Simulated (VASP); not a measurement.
# Pb (Pm-3m) in VASP: notebook

Runs on Pb. Level: PBE. Tasks: single point.

Everything below comes from runs of VASP 6.6.1. Logs are shortened: lines on timing, memory, paths and dates and some standing lists are left out, and cuts for length are marked.

## Step 1: The cell of the first run

The structure is cubic, space group Pm-3m (No. 221). Conventional cell: a = 2.957 Å, b = 2.957 Å, c = 2.957 Å, α = 90.00°, β = 90.00°, γ = 90.00°. Pb (site symmetry m-3m) has 6 Pb at 2.96 Å within 3.9 Å.

## Step 2: Single point, PBE (volume scaled by 0.75)

Contents of INCAR:

```
SYSTEM = Pb
ALGO     = Normal         ! electronic algorithm
EDIFF    = 1E-7           ! SCF threshold, eV
ENCUT    = 520            ! plane-wave cutoff, eV
GGA      = PE             ! functional
ISIF     = 2              ! what is computed and relaxed
ISMEAR   = -1             ! smearing method
LASPH    = .TRUE.         ! aspherical terms in the spheres
LCHARG   = .FALSE.        ! write CHGCAR
LREAL    = .FALSE.        ! projectors in reciprocal space
LWAVE    = .FALSE.        ! write WAVECAR
NBANDS   = 13             ! bands
NELM     = 100            ! most SCF steps
PREC     = Accurate       ! precision mode
SIGMA    = 0.05           ! smearing width, eV
```

Contents of KPOINTS:

```
k-points
0
G
  12 12 12
  0 0 0
```

Contents of POSCAR:

```
Pb
1.0
    2.9568009326      0.0000000000      0.0000000000
    0.0000000000      2.9568009326      0.0000000000
    0.0000000000      0.0000000000      2.9568009326
Pb
1
Direct
    0.0000000000      0.0000000000      0.0000000000
```

Potentials or basis: VASP PAW PBE potentials, release 64 (Pb_d).

Command:

```bash
> cat potpaw_PBE.64/Pb_d/POTCAR > POTCAR
> mpirun -np 1 vasp_std > vasp.out
```

OUTCAR:

```text
SYSTEM = Pb
   EDIFF = 1E-7
   ENCUT = 520
   GGA = PE
   ISIF = 2
   ISMEAR = -1
   LASPH = .TRUE.
   LREAL = .FALSE.
   NELM = 100
   PREC = Accurate

 ion  position               nearest neighbor table
   1  0.000  0.000  0.000-

  LATTYP: Found a simple cubic cell.
 ALAT       =     2.9568009326

  Lattice vectors:

 A1 = (   2.9568009326,   0.0000000000,   0.0000000000)
 A2 = (   0.0000000000,   2.9568009326,   0.0000000000)
 A3 = (   0.0000000000,   0.0000000000,   2.9568009326)

Analysis of symmetry for initial positions (statically):
=====================================================================
 Subroutine PRICEL returns:
 Original cell was already a primitive cell.

 Routine SETGRP: Setting up the symmetry group for a
 simple cubic supercell.

 Subroutine GETGRP returns: Found 48 space group operations
 (whereof 48 operations were pure point group operations)
 out of a pool of 48 trial point group operations.

The static configuration has the point symmetry O_h .

Analysis of symmetry for dynamics (positions and initial velocities):
=====================================================================
 Subroutine PRICEL returns:
 Original cell was already a primitive cell.

 Routine SETGRP: Setting up the symmetry group for a
 simple cubic supercell.

 Subroutine GETGRP returns: Found 48 space group operations
 (whereof 48 operations were pure point group operations)
 out of a pool of 48 trial point group operations.

The dynamic configuration has the point symmetry O_h .

 Subroutine INISYM returns: Found 48 space group operations
 (whereof 48 operations are pure point group operations),
 and found     1 'primitive' translations

----------------------------------------------------------------------------------------

                                     Primitive cell

  volume of cell :      25.8503

  direct lattice vectors                    reciprocal lattice vectors
     2.956800933  0.000000000  0.000000000     0.338203357  0.000000000  0.000000000
     0.000000000  2.956800933  0.000000000     0.000000000  0.338203357  0.000000000
     0.000000000  0.000000000  2.956800933     0.000000000  0.000000000  0.338203357

  length of vectors
     2.956800933  2.956800933  2.956800933     0.338203357  0.338203357  0.338203357

  position of ions in fractional coordinates (direct lattice)
     0.000000000  0.000000000  0.000000000

  ion indices of the primitive-cell ions
   primitive index   ion index
                 1           1

----------------------------------------------------------------------------------------

 KPOINTS: k-points

Automatic generation of k-mesh.
 Grid dimensions read from file:
 generate k-points for:   12   12   12

 Generating k-lattice:

  Cartesian coordinates                     Fractional coordinates (reciprocal lattice)
     0.028183613  0.000000000  0.000000000     0.083333333  0.000000000  0.000000000
     0.000000000  0.028183613  0.000000000     0.000000000  0.083333333  0.000000000
     0.000000000  0.000000000  0.028183613     0.000000000  0.000000000  0.083333333

  Length of vectors
     0.028183613  0.028183613  0.028183613

  Shift w.r.t. Gamma in fractional coordinates (k-lattice)
     0.000000000  0.000000000  0.000000000

 Subroutine IBZKPT returns following result:
 ===========================================

 Found     84 irreducible k-points:

 Following reciprocal coordinates:
            Coordinates               Weight
  0.000000  0.000000  0.000000      1.000000
  0.083333  0.000000  0.000000      6.000000
  0.166667  0.000000  0.000000      6.000000
  0.250000  0.000000  0.000000      6.000000
  0.333333  0.000000  0.000000      6.000000
  0.416667  0.000000  0.000000      6.000000
[... 16 lines left out ...]
  0.333333  0.333333  0.000000     12.000000
  0.416667  0.333333  0.000000     24.000000
 [... further k-points ...]
   k-points           NKPTS =     84   k-points in BZ     NKDIM =     84   number of bands    NBANDS=     13
   number of dos      NEDOS =    301   number of ions     NIONS =      1
   total plane-waves  NPLWV =  13824
   dimension x,y,z NGX =    24 NGY =   24 NGZ =   24
   dimension x,y,z NGXF=    48 NGYF=   48 NGZF=   48
   ions per type =               1
   NGX,Y,Z   is equivalent  to a cutoff of  13.49, 13.49, 13.49 a.u.
   NGXF,Y,Z  is equivalent  to a cutoff of  26.99, 26.99, 26.99 a.u.
 SYSTEM =  Pb
   PREC   = accura    normal or accurate (medium, high low for compatibility)
   ISTART =      0    job   : 0-new  1-cont  2-samecut
   ICHARG =      2    charge: 1-file 2-atom 10-const
   ISPIN  =      1    spin polarized calculation?
   LNONCOLLINEAR =      F non collinear calculations
   LSORBIT =      F    spin-orbit coupling
   LASPH  =      T    aspherical Exc in radial PAW
   ENCUT  =  520.0 eV  38.22 Ry    6.18 a.u.   5.50  5.50  5.50*2*pi/ulx,y,z
   NELM   =    100;   NELMIN=  2; NELMDL= -5     # of ELM steps
   EDIFF  = 0.1E-06   stopping-criterion for ELM
   LREAL  =      F    real-space projection
   EDIFFG = 0.1E-05   stopping-criterion for IOM
   NSW    =      0    number of steps for IOM
   IBRION =     -1    ionic relax: 0-MD 1-quasi-New 2-CG
   NFREE  =      0    steps in history (QN), initial steepest desc. (CG)
   ISIF   =      2    stress and relaxation
   ISYM   =      2    0-nonsym 1-usesym 2-fastsym
   POTIM  = 0.5000    time-step for ionic-motion
   TEBEG  =    0.0;   TEEND  =   0.0 temperature during run
   PSTRESS=    0.0 pullay stress
   NELECT =      14.0000    total number of electrons
   NUPDOWN=      -1.0000    fix difference up-down
   EMIN   =  10.00;   EMAX   =-10.00  energy-range for DOS
   EFERMI =   0.00;   METHOD = LEGACY
   ISMEAR =    -1;   SIGMA  =   0.05  broadening in eV -4-tet -1-fermi 0-gaus
   EFERMI_NEDOS =   21; number of points for ismear=-14 and -15
   IALGO  =     38    algorithm
   IMIX   =      4    mixing-type and parameters
     AMIX     =   0.40;   BMIX     =  1.00
     AMIX_MAG =   1.60;   BMIX_MAG =  1.00
  volume/ion in A,a.u.               =      25.85       174.45
  Fermi-wavevector in a.u.,A,eV,Ry     =   1.334429  2.521705 24.227899  1.780700
  Thomas-Fermi vector in A             =   2.463211
   LORBIT       =      0    0 simple, 1 ext, 2 COOP (PROOUT), +10 PAW based schemes
   GGA     = PE    functional components
   LHFCALC =     F    Hartree Fock is set to
   AEXX    =    0.0000 exact exchange contribution
   IVDW    =     0    specifies the selected vdW correction
   LEPSILON=     F    determine dielectric tensor
   LRPA    =     F    only Hartree local field effects (RPA)
 non-spin polarized calculation
  energy-cutoff  :      520.00
  volume of cell :       25.85
 maximum number of plane-waves:       739
 NGX is ok and might be reduce to    24
   NGX = 11   NGY = 11   NGZ = 11

 number of electron      13.9999995 magnetization

 Free energy of the ion-electron system (eV)
  ---------------------------------------------------
  ext. energy  EPLUGINS =         0.00000000
  ---------------------------------------------------
  free energy    TOTEN  =        -2.94454301 eV

  energy without entropy =       -2.93739081  energy(sigma->0) =       -2.94096691

 E-fermi :   9.1503     XC(G=0): -10.8719

 val. band max:        9.1328197283   @ k =   0.3333   0.3333   0.2500
 cond. band min:       9.1785680315   @ k =   0.4167   0.4167   0.3333
 fundamental gap:      0.0457483033
 Fermi energy:         9.1503441364

 k-point     1 :       0.0000    0.0000    0.0000
  band No.  band energies     occupation
      1      -8.8556      2.00000
      2      -8.8556      2.00000
      3      -7.6782      2.00000
      4      -7.6782      2.00000
      5      -7.6782      2.00000
      6      -4.1051      2.00000
      7      14.9143      0.00000
      8      14.9143      0.00000
      9      14.9143      0.00000
     10      18.8112      0.00000
     11      19.8988      0.00000
     12      19.8988      0.00000
     13      28.4140      0.00000

 k-point     2 :       0.0833    0.0000    0.0000
  band No.  band energies     occupation
      1      -8.8507      2.00000
      2      -8.8015      2.00000
      3      -7.7009      2.00000
      4      -7.7009      2.00000
      5      -7.6763      2.00000
      6      -3.9763      2.00000
      7      13.4729      0.00000
      8      15.0738      0.00000
      9      15.0738      0.00000
     10      19.1940      0.00000
     11      19.9149      0.00000
     12      21.1537      0.00000
     13      27.8804      0.00000

 k-point     3 :       0.1667    0.0000    0.0000
  band No.  band energies     occupation
      1      -8.8374      2.00000
      2      -8.6567      2.00000
      3      -7.7625      2.00000
      4      -7.7625      2.00000
      5      -7.6711      2.00000
      6      -3.5836      2.00000
      7      11.0390      0.00000
      8      15.5346      0.00000
      9      15.5346      0.00000
     10      19.4337      0.00000
     11      19.9624      0.00000
     12      23.9269      0.00000
     13      26.7756      0.00000
[... 305 lines left out ...]
 k-point    23 :       0.3333    0.3333    0.0000
  band No.  band energies     occupation
      1      -8.5316      2.00000
      2      -8.2785      2.00000
      3      -7.9009      2.00000
      4      -7.8930      2.00000
      5      -7.7724      2.00000
      6      -0.0440      2.00000
      7       7.9435      2.00000
      8       8.5870      1.99997
      9      16.0503      0.00000
     10      19.5067      0.00000
     11      21.2702      0.00000
     12      23.9510      0.00000
     13      26.2963      0.00000

 k-point    24 :       0.4167    0.3333    0.0000
  band No.  band energies     occupation
      1      -8.5008      2.00000
      2      -8.3592      2.00000
      3      -7.9539      2.00000
      4      -7.8896      2.00000
      5      -7.6162      2.00000
      6       0.9320      2.00000
      7       6.3489      2.00000
      8       9.0718      1.65564
      9      14.6892      0.00000
     10      20.4353      0.00000
     11      21.7283      0.00000
     12      23.4128      0.00000
     13      25.4424      0.00000

 [... further k-points ...]

------------------------ aborting loop because EDIFF is reached ----------------------------------------

  FORCE on cell =-STRESS in cart. coord.  units (eV):
  Direction    XX          YY          ZZ          XY          YZ          ZX
  --------------------------------------------------------------------------------------
  -------------------------------------------------------------------------------------
  Total        3.3117465      3.3117465      3.3117465     -0.0000000     -0.0000000      0.0000000
  in kB      205.2586190    205.2586190    205.2586190     -0.0000000     -0.0000000      0.0000000
  external PRESSURE =     205.2586190 kB  Pullay stress =       0.0000000 kB

 VOLUME and BASIS-vectors are now :
 -----------------------------------------------------------------------------
  energy-cutoff  :      520.00
  volume of cell :       25.85
      direct lattice vectors                 reciprocal lattice vectors
     2.956800933  0.000000000  0.000000000     0.338203357  0.000000000  0.000000000
     0.000000000  2.956800933  0.000000000     0.000000000  0.338203357  0.000000000
     0.000000000  0.000000000  2.956800933     0.000000000  0.000000000  0.338203357

 POSITION                                       TOTAL-FORCE (eV/Angst)
 -----------------------------------------------------------------------------------
      0.00000      0.00000      0.00000         0.000000      0.000000      0.000000
 -----------------------------------------------------------------------------------
    total drift:                                0.000000     -0.000000      0.000000

  FREE ENERGIE OF THE ION-ELECTRON SYSTEM (eV)
  ---------------------------------------------------
  free  energy   TOTEN  =        -2.9445430128 eV

  energy  without entropy=       -2.9373908132  energy(sigma->0) =       -2.94096691
```

It took 9.1 s on 1 thread of Intel Xeon Platinum 8488C (Sapphire Rapids), shared host; peak memory 0.15 GiB.

What came out:

| Quantity | Value |
| --- | --- |
| Free energy | -2.9445 eV |
| Pressure | 20.5 GPa |
| Band gap on the k mesh | zero (band 7 reaches 14.91 eV, above the bottom of band 8 at 6.46 eV) |

Caveat: spin-orbit coupling is left out, which moves the levels of the heavy elements.

## Step 3: Single point, PBE (volume scaled by 0.85)

Contents of INCAR:

```
PREC = Accurate ; ENCUT = 520
EDIFF = 1E-7 ; ISMEAR = -1
SIGMA = 0.05 ; LREAL = F
LASPH = T ; NELM = 100
ALGO = Normal ; ISIF = 2
LWAVE = F ; LCHARG = F
GGA = PE ; NBANDS = 13
```

Contents of KPOINTS:

```
regular mesh
0
Gamma
  12 12 12
```

Contents of POSCAR:

```
Pb
1.0
    3.0827713012      0.0000000000      0.0000000000
    0.0000000000      3.0827713012      0.0000000000
    0.0000000000      0.0000000000      3.0827713012
Pb
1
Direct
    0.0000000000      0.0000000000      0.0000000000
```

Potentials or basis: VASP PAW PBE potentials, release 64 (Pb_d).

Command:

```bash
> cat potpaw_PBE.64/Pb_d/POTCAR > POTCAR
> mpirun -np 1 vasp_std > vasp.out
```

Wall time 11 s (1 thread of Intel Xeon Platinum 8488C (Sapphire Rapids), shared host); peak memory 0.15 GiB.

It converged, with:

```yaml
Free_energy: -3.2453 eV
Pressure: 8.5 GPa
Band_gap_on_the_k_mesh: zero (band 7 reaches 12.89 eV, above the bottom of band 8 at 5.28 eV)
```

Levels at points of the mesh, in eV from the Fermi level:
| k point | band 5 | band 6 | band 7 | band 8 | band 9 | band 10 |
| --- | --- | --- | --- | --- | --- | --- |
| (0.00, 0.00, 0.00) | -16.71 | -12.21 | 5.38 | 5.38 | 5.38 | 8.77 |
| (0.50, 0.00, 0.00) | -16.69 | -9.18 | -4.73 | 8.17 | 8.17 | 11.08 |
| (0.50, 0.50, 0.00) | -16.45 | -6.27 | -2.24 | -2.24 | 3.41 | 11.44 |
| (0.50, 0.50, 0.50) | -16.44 | -3.22 | 0.19 | 0.19 | 0.19 | 6.45 |

Caveat: spin-orbit coupling is left out, which moves the levels of the heavy elements.

(Part 1 of 2 ends here.)
